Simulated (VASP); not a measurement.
A run of VASP 6.6.1:

File INCAR:

```
PREC     = Accurate       # precision mode
ENCUT    = 520            # plane-wave cutoff, eV
EDIFF    = 1E-7           # SCF threshold, eV
ISMEAR   = -1             # smearing method
SIGMA    = 0.05           # smearing width, eV
LREAL    = False          # projectors in reciprocal space
LASPH    = True           # aspherical terms in the spheres
NELM     = 60             # most SCF steps
ALGO     = Normal         # electronic algorithm
ISIF     = 2              # what is computed and relaxed
LWAVE    = False          # write WAVECAR
LCHARG   = False          # write CHGCAR
GGA      = PS             # functional
NBANDS   = 22             # bands
```

KPOINTS

```
regular mesh
0
Gamma
  7 7 7
```

Contents of POSCAR:

```
GeCN2
1.0
    1.7937903697      1.0356453528      4.9219572124
   -1.7937903697      1.0356453528      4.9219572124
    0.0000000000     -2.0712907056      4.9219572124
Ge N C
1 2 1
Direct
    0.0000000000      0.0000000000      0.0000000000
    0.5839044000      0.5839044000      0.5839044000
    0.4160956000      0.4160956000      0.4160956000
    0.5000000000      0.5000000000      0.5000000000
```

Potentials or basis: VASP PAW PBE potentials, release 64 (Ge_d, N, C).

The run is started by

```sh
$ cat potpaw_PBE.64/Ge_d/POTCAR potpaw_PBE.64/N/POTCAR potpaw_PBE.64/C/POTCAR > POTCAR
$ mpirun -np 1 vasp_std > vasp.out
```

Hardware: 1 thread of Intel(R) Xeon(R) Platinum 8488C (Sapphire Rapids), on a shared host.

**Question.** Estimate the wall time of this run.

**Answer.** Run time: 66 s on 1 thread of Intel(R) Xeon(R) Platinum 8488C (Sapphire Rapids) (shared host), peak memory 0.26 GiB. Counts: scf iterations 14, k points 44.
